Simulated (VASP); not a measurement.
Input of a VASP 6.6.1 run:

File INCAR:

```
ALGO = Fast ; EDIFF = 1E-6
ENCUT = 520 ; GGA = PE
ISIF = 2 ; ISMEAR = 0
ISPIN = 2 ; LASPH = True
LCHARG = False ; LMAXMIX = 4
LORBIT = 11 ; LREAL = False
LWAVE = False ; MAGMOM = 1.84 1.84
NBANDS = 20 ; NELM = 150
PREC = Accurate ; SIGMA = 0.15
```

Contents of KPOINTS:

```
k-points
0
Gamma
  30 30 16
```

Contents of POSCAR:

```
Co
1.0
    2.4143131626      0.0000000000      0.0000000000
   -1.2071565813      2.0908565315      0.0000000000
    0.0000000000      0.0000000000      4.2979863053
Co
2
Direct
    0.3333333333      0.6666666667      0.2500000000
    0.6666666667      0.3333333333      0.7500000000
```

Potentials or basis: VASP PAW PBE potentials, release 64 (Co).

Run with:

```sh
$ cat potpaw_PBE.64/Co/POTCAR > POTCAR
$ mpirun -np 1 vasp_std > vasp.out
```

**Question.** Predict the site moments.

**Answer.** Co +1.65 μB.

**Question.** Predict the pressure.

**Answer.** 2.1 GPa.

Stress tensor (GPa, compression positive):
```
 11.26   0.00   0.00
  0.00  11.26   0.00
  0.00   0.00 -16.28
```
